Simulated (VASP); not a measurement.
# Mg12B (a cell with a defect) in VASP: further runs, part 2 of 2

VASP 6.6.1.

### 3 Single point, PBE

INCAR reads:

```
SYSTEM = Mg12B
  ALGO = Normal
  EDIFF = 1E-6
  ENCUT = 520
  GGA = PE
  ISIF = 2
  ISMEAR = 0
  LASPH = .True.
  LCHARG = .False.
  LREAL = .False.
  LWAVE = .False.
  NBANDS = 26
  NELM = 80
  PREC = Accurate
  SIGMA = 0.05
```

KPOINTS reads:

```
k-points
0
Gamma
  4 3 4
  0 0 0
```

POSCAR reads:

```
Mg12B
1.0
    6.4200000000      0.0000000000      0.0000000000
   -4.8150000000      8.3398250000      0.0000000000
    0.0000000000      0.0000000000      5.2130400000
Mg B
12 1
Direct
    0.0363968249      0.0115629525     -0.0002351795
    0.1580641897      0.2303433226      0.5251022436
   -0.0791231290      0.2852287668      0.0132673066
    0.1927891240      0.5540359660      0.4758060556
    0.0542916718      0.6392210868     -0.0184824977
    0.1492338975      0.8740854874      0.4933802541
    0.4785628355     -0.0176140387     -0.0071511057
    0.6239670594      0.2099816243      0.5012338290
    0.4815657123      0.3459939507      0.0146070239
    0.6769517384      0.5531678423      0.5221770790
    0.6067317514      0.7066876104      0.0139060893
    0.6805593908      0.9089934141      0.4982593650
    0.2793950840      0.4832110986      0.8782982674
```

Potentials or basis: VASP PAW PBE potentials, release 64 (Mg, B).

Command:

```console
$ cat potpaw_PBE.64/Mg/POTCAR potpaw_PBE.64/B/POTCAR > POTCAR
$ mpirun -np 1 vasp_std > vasp.out
```

OUTCAR:

```text
SYSTEM = Mg12B
   EDIFF = 1E-6
   ENCUT = 520
   GGA = PE
   ISIF = 2
   ISMEAR = 0
   LASPH = .True.
   LREAL = .False.
   NELM = 80
   PREC = Accurate

 ion  position               nearest neighbor table
   1  0.036  0.012  1.000-  11 2.85   7 2.99   9 3.06   3 3.07   2 3.09   6 3.14   6 3.19  12 3.27
                            12 3.28   2 3.30   7 3.45   5 3.65
   2  0.158  0.230  0.525-  13 2.83   4 3.02  12 3.08   1 3.09   8 3.10   9 3.12   3 3.14   9 3.21
                            10 3.23   3 3.24   1 3.30   8 3.34   6 3.41
   3  0.921  0.285  0.013-  13 2.24   7 2.88   8 3.04   1 3.07   5 3.08   2 3.14   8 3.15   9 3.15
                             2 3.24   4 3.32   9 3.35   4 3.62
   4  0.193  0.554  0.476-  13 2.36   5 2.97   2 3.02   5 3.02  10 3.12   6 3.23  12 3.29  10 3.32
                             3 3.32  11 3.33   8 3.50   3 3.62  11 3.63
   5  0.054  0.639  0.982-  13 2.61   4 2.97   4 3.02   7 3.06   3 3.08  10 3.21  11 3.25   6 3.25
                            11 3.27   9 3.34   6 3.35  10 3.53   1 3.65
   6  0.149  0.874  0.493-  10 3.07   1 3.14   8 3.15   7 3.18   7 3.19  12 3.19   1 3.19   4 3.23
[... 907 lines left out ...]

  FORCE on cell =-STRESS in cart. coord.  units (eV):
  Direction    XX          YY          ZZ          XY          YZ          ZX
  --------------------------------------------------------------------------------------
  -------------------------------------------------------------------------------------
  Total       -0.0387665      3.9186011     -0.8739690      2.1378307     -1.1590644      1.6222191
  in kB       -0.2225279     22.4935817     -5.0167631     12.2715908     -6.6532697      9.3118736
  external PRESSURE =       5.7514302 kB  Pullay stress =       0.0000000 kB

 VOLUME and BASIS-vectors are now :
 -----------------------------------------------------------------------------
  energy-cutoff  :      520.00
  volume of cell :      279.11
      direct lattice vectors                 reciprocal lattice vectors
     6.420000000  0.000000000  0.000000000     0.155763240  0.089929945  0.000000000
    -4.815000000  8.339825000  0.000000000     0.000000000  0.119906593  0.000000000
     0.000000000  0.000000000  5.213040000     0.000000000  0.000000000  0.191826650

 POSITION                                       TOTAL-FORCE (eV/Angst)
 -----------------------------------------------------------------------------------
      0.17799      0.09643      5.21181        -0.005763     -0.008093      0.032406
     -0.09433      1.92102      2.73738        -0.043016      0.063098      0.142406
      4.53865      2.37876      0.06916         0.009816      0.054589      0.093985
     -1.42998      4.62056      2.48040        -0.051102      0.043823     -0.102748
     -2.72930      5.33099      5.11669         0.039954      0.005510     -0.079232
     -3.25064      7.28972      2.57201        -0.007317     -0.010554     -0.002265
     -1.65781      8.19293      5.17576         0.026554      0.010735      0.007240
      2.99481      1.75121      2.61295        -0.013083     -0.015875      0.043090
      1.42569      2.88553      0.07615         0.009639     -0.013137      0.099033
      1.68253      4.61332      2.72213        -0.058846     -0.020108      0.118017
      0.49252      5.89365      0.07249        -0.003182     -0.039180      0.088353
     -0.00761      7.58085      2.59745         0.006111     -0.016732      0.028219
     -0.53295      4.02990      4.57860         0.090234     -0.054075     -0.468505
 -----------------------------------------------------------------------------------
    total drift:                                0.000252     -0.000158      0.000095

  FREE ENERGIE OF THE ION-ELECTRON SYSTEM (eV)
  ---------------------------------------------------
  free  energy   TOTEN  =       -22.7154716754 eV

  energy  without entropy=      -22.7079324096  energy(sigma->0) =      -22.71170204
```

OSZICAR:

```text
N       E                     dE             d eps       ncg     rms          rms(c)
DAV:   1     0.300148764244E+02    0.30015E+02   -0.80200E+03  1352   0.749E+02
DAV:   2    -0.214454873973E+02   -0.51460E+02   -0.47456E+02  1642   0.951E+01
DAV:   3    -0.255369135473E+02   -0.40914E+01   -0.39848E+01  1754   0.220E+01
DAV:   4    -0.256192447213E+02   -0.82331E-01   -0.82098E-01  1616   0.330E+00
DAV:   5    -0.256201705856E+02   -0.92586E-03   -0.92569E-03  1762   0.408E-01    0.723E+00
DAV:   6    -0.228388064509E+02    0.27814E+01   -0.15035E+01  1890   0.157E+01    0.280E+00
DAV:   7    -0.227507469547E+02    0.88059E-01   -0.35331E+00  1422   0.682E+00    0.174E+00
DAV:   8    -0.227363798186E+02    0.14367E-01   -0.38423E-01  1612   0.238E+00    0.919E-01
DAV:   9    -0.227162653569E+02    0.20114E-01   -0.36548E-02  1564   0.849E-01    0.136E-01
DAV:  10    -0.227156552142E+02    0.61014E-03   -0.29191E-03  1588   0.255E-01    0.773E-02
DAV:  11    -0.227155058220E+02    0.14939E-03   -0.54543E-04  1682   0.105E-01    0.339E-02
DAV:  12    -0.227154704071E+02    0.35415E-04   -0.10960E-04  1674   0.383E-02    0.654E-03
DAV:  13    -0.227154724601E+02   -0.20531E-05   -0.20863E-05  1500   0.188E-02    0.303E-03
DAV:  14    -0.227154716754E+02    0.78473E-06   -0.15270E-06   898   0.491E-03
   1 F= -.22715472E+02 E0= -.22711702E+02  d E =-.753927E-02
```

It took 1.8 min on 1 thread of Intel Xeon 6975P-C (Granite Rapids), shared host; peak memory 0.44 GiB.

What came out:

```yaml
Free_energy: -22.7155 eV
Pressure: 0.6 GPa
Largest_force: 0.480 eV/Å
Band_gap_on_the_k_mesh: zero (an odd number of electrons rules out a gap without spin polarisation)
```

Forces on the atoms (eV/Å):
```
Mg  -0.006 -0.008  0.032
Mg  -0.043  0.063  0.142
Mg   0.010  0.055  0.094
Mg  -0.051  0.044 -0.103
Mg   0.040  0.006 -0.079
Mg  -0.007 -0.011 -0.002
Mg   0.027  0.011  0.007
Mg  -0.013 -0.016  0.043
Mg   0.010 -0.013  0.099
Mg  -0.059 -0.020  0.118
Mg  -0.003 -0.039  0.088
Mg   0.006 -0.017  0.028
B    0.090 -0.054 -0.469
```

Stress tensor (GPa, compression positive):
```
-0.02  1.23  0.93
 1.23  2.25 -0.67
 0.93 -0.67 -0.50
```
